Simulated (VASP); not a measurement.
# Ba (Im-3m) in VASP: a series of runs, part 2 of 2

VASP 6.6.1. The steps go on from the part before.

### 3 Single point, PBE

This run uses another cell than the first one, of 68.03 Å³/atom, 1.038 times its volume.

INCAR reads:

```
SYSTEM = Ba
PREC = Accurate ; ENCUT = 520
EDIFF = 1E-6 ; ISMEAR = -1
SIGMA = 0.1 ; LREAL = .FALSE.
LASPH = .TRUE. ; NELM = 80
ALGO = Normal ; ISIF = 2
LWAVE = .FALSE. ; LCHARG = .FALSE.
GGA = PE ; NBANDS = 11
```

KPOINTS reads:

```
regular mesh
0
G
  7 7 7
  0 0 0
```

POSCAR reads:

```
Ba
1.0
   -2.5716328262      2.5716328262      2.5716328262
    2.5716328262     -2.5716328262      2.5716328262
    2.5716328262      2.5716328262     -2.5716328262
Ba
1
Direct
    0.0000000000      0.0000000000      0.0000000000
```

Potentials or basis: VASP PAW PBE potentials, release 64 (Ba_sv).

Launch:

```
> cat potpaw_PBE.64/Ba_sv/POTCAR > POTCAR
> mpirun -np 1 vasp_std > vasp.out
```

OUTCAR:

```text
SYSTEM = Ba
   PREC = Accurate
   ENCUT = 520
   EDIFF = 1E-6
   ISMEAR = -1
   LREAL = .FALSE.
   LASPH = .TRUE.
   NELM = 80
   ISIF = 2
   GGA = PE

 ion  position               nearest neighbor table
   1  0.000  0.000  0.000-

  LATTYP: Found a body centered cubic cell.
 ALAT       =     5.1432656524

  Lattice vectors:

 A1 = (  -2.5716328262,   2.5716328262,   2.5716328262)
 A2 = (   2.5716328262,  -2.5716328262,   2.5716328262)
 A3 = (   2.5716328262,   2.5716328262,  -2.5716328262)

Analysis of symmetry for initial positions (statically):
=====================================================================
 Subroutine PRICEL returns:
 Original cell was already a primitive cell.

 Routine SETGRP: Setting up the symmetry group for a
 body centered cubic supercell.

 Subroutine GETGRP returns: Found 48 space group operations
 (whereof 48 operations were pure point group operations)
 out of a pool of 48 trial point group operations.

The static configuration has the point symmetry O_h .

Analysis of symmetry for dynamics (positions and initial velocities):
[... 160 lines left out ...]

 k-point     1 :       0.0000    0.0000    0.0000
  band No.  band energies     occupation
      1     -27.6165      2.00000
      2     -12.6034      2.00000
      3     -12.6034      2.00000
      4     -12.6034      2.00000
      5      -1.3053      2.00000
      6       3.1441      0.00000
      7       3.1441      0.00000
      8       3.1441      0.00000
      9       4.4476      0.00000
     10       4.4476      0.00000
     11       8.1137      0.00000
[... 253 lines left out ...]
 k-point    20 :      -0.4286    0.4286    0.4286
  band No.  band energies     occupation
      1     -27.5649      2.00000
      2     -12.8538      2.00000
      3     -12.8413      2.00000
      4     -12.8413      2.00000
      5       1.0514      1.94204
      6       1.0595      1.93729
      7       4.5798      0.00000
      8       4.5798      0.00000
      9       4.9194      0.00000
     10       5.5752      0.00000
     11       6.8190      0.00000

------------------------ aborting loop because EDIFF is reached ----------------------------------------

  FORCE on cell =-STRESS in cart. coord.  units (eV):
  Direction    XX          YY          ZZ          XY          YZ          ZX
  --------------------------------------------------------------------------------------
  -------------------------------------------------------------------------------------
  Total       -0.2114547     -0.2114547     -0.2114547      0.0000000      0.0000000      0.0000000
  in kB       -4.9801333     -4.9801333     -4.9801333      0.0000000      0.0000000      0.0000000
  external PRESSURE =      -4.9801333 kB  Pullay stress =       0.0000000 kB

 VOLUME and BASIS-vectors are now :
 -----------------------------------------------------------------------------
  energy-cutoff  :      520.00
  volume of cell :       68.03
      direct lattice vectors                 reciprocal lattice vectors
    -2.571632826  2.571632826  2.571632826     0.000000000  0.194429000  0.194429000
     2.571632826 -2.571632826  2.571632826     0.194429000  0.000000000  0.194429000
     2.571632826  2.571632826 -2.571632826     0.194429000  0.194429000  0.000000000

 POSITION                                       TOTAL-FORCE (eV/Angst)
 -----------------------------------------------------------------------------------
      0.00000      0.00000      0.00000        -0.000000      0.000000     -0.000000
 -----------------------------------------------------------------------------------
    total drift:                               -0.000000      0.000000      0.000000

  FREE ENERGIE OF THE ION-ELECTRON SYSTEM (eV)
  ---------------------------------------------------
  free  energy   TOTEN  =        -1.9211027881 eV

  energy  without entropy=       -1.8732740235  energy(sigma->0) =       -1.89718841
```

OSZICAR:

```text
N       E                     dE             d eps       ncg     rms          rms(c)
DAV:   1     0.598781795588E+02    0.59878E+02   -0.41195E+03   440   0.738E+02
DAV:   2     0.121081650653E+01   -0.58667E+02   -0.57370E+02   543   0.138E+02
DAV:   3    -0.183424148374E+01   -0.30451E+01   -0.30159E+01   571   0.323E+01
DAV:   4    -0.191748515632E+01   -0.83244E-01   -0.83076E-01   608   0.504E+00
DAV:   5    -0.191903725427E+01   -0.15521E-02   -0.15519E-02   591   0.524E-01    0.150E+00
DAV:   6    -0.191973925986E+01   -0.70201E-03   -0.30468E-03   536   0.521E-01    0.898E-01
DAV:   7    -0.192093059174E+01   -0.11913E-02   -0.65752E-03   494   0.868E-01    0.434E-02
DAV:   8    -0.192109042455E+01   -0.15983E-03   -0.29057E-04   621   0.109E-01    0.255E-02
DAV:   9    -0.192109960192E+01   -0.91774E-05   -0.79317E-06   561   0.247E-02    0.745E-03
DAV:  10    -0.192110282841E+01   -0.32265E-05   -0.61981E-06   530   0.173E-02    0.106E-03
DAV:  11    -0.192110278815E+01    0.40264E-07   -0.35549E-07   298   0.377E-03
   1 F= -.19211028E+01 E0= -.18971884E+01  d E =-.478288E-01
```

It took 16 s on 1 thread of Intel Xeon Platinum 8375C at 2.90GHz (Ice Lake), shared host; peak memory 0.2 GiB.

Results:

```
Free energy            : -1.9211 eV
Pressure               : -0.5 GPa
Band gap on the k mesh : zero (band 5 reaches 1.65 eV, above the bottom of band 6 at 1.06 eV)
```

Caveat: spin-orbit coupling is left out, which moves the levels of the heavy elements.

### 4 Single point, PBE

This run uses another cell than the first one, of 70.55 Å³/atom, 1.077 times its volume.

INCAR, as its differences from that of step 3:

```diff
@@ -4,3 +4,3 @@
 SIGMA = 0.1 ; LREAL = .FALSE.
-LASPH = .TRUE. ; NELM = 80
+LASPH = .TRUE. ; NELM = 100
 ALGO = Normal ; ISIF = 2
```

KPOINTS is that of step 3.

POSCAR reads:

```
Ba
1.0
   -2.6029972933      2.6029972933      2.6029972933
    2.6029972933     -2.6029972933      2.6029972933
    2.6029972933      2.6029972933     -2.6029972933
Ba
1
Direct
    0.0000000000      0.0000000000      0.0000000000
```

Launch:

```
> cat potpaw_PBE.64/Ba_sv/POTCAR > POTCAR
> mpirun -np 1 vasp_std > vasp.out
```

Wall time 15 s (1 thread of Intel Xeon Platinum 8375C at 2.90GHz (Ice Lake), shared host); peak memory 0.2 GiB.

Results (log left out):

| Item | Value |
| --- | --- |
| Free energy | -1.9113 eV |
| Pressure | -0.7 GPa |
| Band gap on the k mesh | zero (band 5 reaches 1.53 eV, above the bottom of band 6 at 0.99 eV) |

Levels at points of the mesh, in eV from the Fermi level:
```
           k point  band 2  band 3  band 4  band 5  band 6  band 7  band 8  band 9
(0.00, 0.00, 0.00)  -14.09  -14.09  -14.09   -2.69    1.70    1.70    1.70    2.95
```

Caveat: spin-orbit coupling is left out, which moves the levels of the heavy elements.

### 5 Overview

```csv
cell,gap on the mesh (eV),pressure (GPa)
"a = 4.399 Å, angles 109.5°, 1 atom",none,-0.2
"a = 4.454 Å, angles 109.5°, 1 atom",none,-0.5
"a = 4.509 Å, angles 109.5°, 1 atom",none,-0.7
```

Alike in all rows: task single point; level PBE; potentials or basis VASP PAW PBE potentials, release 64 (Ba_sv); no spin polarisation; k mesh 7 × 7 × 7; cutoff (eV) 520; smearing fermi-dirac 0.1 eV.

Caveats: spin-orbit coupling is left out, which moves the levels of the heavy elements.

Total energies depend on the potentials used, so only differences within one code and one set of settings carry meaning.
